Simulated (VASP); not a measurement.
YB6, 7 atoms in the cell. The structure is cubic, space group Pm-3m (No. 221). The conventional cell has a = 4.130 Å, b = 4.130 Å, c = 4.130 Å, α = 90.00°, β = 90.00°, γ = 90.00°. Y (site symmetry m-3m) has 24 B at 3.03 Å within 4.0 Å. B (site symmetry 4mm) has 5 B at 1.65 to 1.76 Å within 2.2 Å.  This cell differs from its parent crystal: volume scaled by 1.03, then relaxed in part.

```yaml
Program: VASP 6.6.1
Task: single point
Functional: r2SCAN
Potentials_or_basis: VASP PAW PBE potentials, release 64 (Y_sv, B)
Cutoff: 520 eV
k_mesh: 10 × 10 × 10
Occupations: gaussian, width 0.1 eV
Spin: no spin polarisation
Dipole_correction: no
Further_INCAR_settings: ALGO = Normal; EDIFF = 1e-07; NBANDS = 24
```

Potentials or basis: VASP PAW PBE potentials, release 64 (Y_sv, B).

The run is started by

```console
$ cat potpaw_PBE.64/Y_sv/POTCAR potpaw_PBE.64/B/POTCAR > POTCAR
$ cp INCAR.step1 INCAR
$ mpirun -np 1 vasp_std > vasp.out
$ cp INCAR.step2 INCAR
$ mpirun -np 1 vasp_std > vasp.out
```

Hardware: 1 thread of Intel(R) Xeon(R) 6975P-C (Granite Rapids) (shared host).

Q: How long does it take, and how much memory?

A: Wall time 110 s on 1 thread of Intel(R) Xeon(R) 6975P-C (Granite Rapids) (shared host), peak memory 0.25 GiB. Counts: k points 56.
